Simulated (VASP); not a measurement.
A run of VASP 6.6.1 is set up as follows.

Contents of POSCAR:

```
CoSi3
1.0
    0.0000000000      2.9187279935      2.9187279935
    2.9187279935      0.0000000000      2.9187279935
    2.9187279935      2.9187279935      0.0000000000
Si Co
3 1
Direct
    0.2500000000      0.2500000000      0.2500000000
    0.7500000000      0.7500000000      0.7500000000
    0.5000000000      0.5000000000      0.5000000000
    0.0000000000      0.0000000000      0.0000000000
```

The input INCAR.step1:

```
PREC = Accurate
ENCUT = 660
ISMEAR = 0
SIGMA = 0.1
LREAL = F
LASPH = T
NELM = 120
NBANDS = 18
GGA = PE
ALGO = Normal
EDIFF = 1E-5
LWAVE = T
LCHARG = F
GGA_COMPAT = F
```

INCAR.step2

```
PREC = Accurate
ENCUT = 660
EDIFF = 1E-6
ISMEAR = 0
SIGMA = 0.1
LREAL = F
LASPH = T
NELM = 120
ALGO = Normal
ISIF = 2
LWAVE = F
LCHARG = T
METAGGA = R2SCAN
LMIXTAU = T
LELF = T
LVHAR = T
NBANDS = 18
ISTART = 1
GGA_COMPAT = F
```

File KPOINTS:

```
Automatic mesh
0
Gamma
  12 12 12
```

Potentials or basis: VASP PAW PBE potentials, release 64 (Si, Co).

Command:

```console
$ cat potpaw_PBE.64/Si/POTCAR potpaw_PBE.64/Co/POTCAR > POTCAR
$ cp INCAR.step1 INCAR
$ mpirun -np 1 vasp_std > vasp.out
$ cp INCAR.step2 INCAR
$ mpirun -np 1 vasp_std > vasp.out
```

(1) What does it give for the pressure?

Answers

(1) -1.5 GPa.

Caveat: the PAW data sets were made with another functional, which shifts forces and pressure a little.
